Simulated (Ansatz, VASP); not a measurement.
H: VASP beside Ansatz

Contents of INCAR:

```
SYSTEM = H
PREC = Accurate
ENCUT = 400
EDIFF = 1E-6
ISMEAR = 0
SIGMA = 0.01
LREAL = .FALSE.
LASPH = .TRUE.
NELM = 120
ALGO = Normal
ISIF = 2
LWAVE = .FALSE.
LCHARG = .FALSE.
NBANDS = 8
GGA_COMPAT = .FALSE.
NELMDL = -8
```

The input KPOINTS:

```
Automatic mesh
0
G
  1 1 1
  0 0 0
```

File POSCAR:

```
H
1.0
    8.0000000000      0.0000000000      0.0000000000
    0.0000000000      8.0000000000      0.0000000000
    0.0000000000      0.0000000000      8.0000000000
H
2
Direct
    0.5000000000      0.5000000000      0.4500000000
    0.5000000000      0.5000000000      0.5500000000
```

Input for Ansatz:

```yaml
crystal:
  lattice:
    - [8.0, 0.0, 0.0]
    - [0.0, 8.0, 0.0]
    - [0.0, 0.0, 8.0]
  atoms:
    - { symbol: H, position: [0.5, 0.5, 0.45] }
    - { symbol: H, position: [0.5, 0.5, 0.55] }
scf:
  occupations: { method: fixed }
output:
  forces: true
  stress: false
  eigenvalues: true
hamiltonian:
  xc: lda
basis:
  ecutwfc: 600
kpoints:
  mp_grid: { grid: [1, 1, 1] }
```

Alike in both runs: task single point; functional LDA; k mesh 1 × 1 × 1; no spin polarisation.

|  | VASP | Ansatz |
| --- | --- | --- |
| version | VASP 6.6.1 | Ansatz 0.2.0 |
| potentials or method | VASP PAW LDA potentials, release 64 (H), cutoff 400 eV | scalar-relativistic, plane waves, PAW |
| occupations | gaussian, width 0.01 eV | fixed |
| valence electrons in the cell | 2 | 2 |

```csv
,VASP,Ansatz,Ansatz less VASP
gap on the k mesh at the Fermi level (eV),9.71,9.70,-0.014
rms of the force components (eV/Å),0.551,0.587,+0.0361
```

LDA's correlation is that of Perdew and Zunger in VASP and of Perdew and Wang (1992) in Ansatz. Atom by atom the forces differ by 0.036 eV/Å (rms over components).
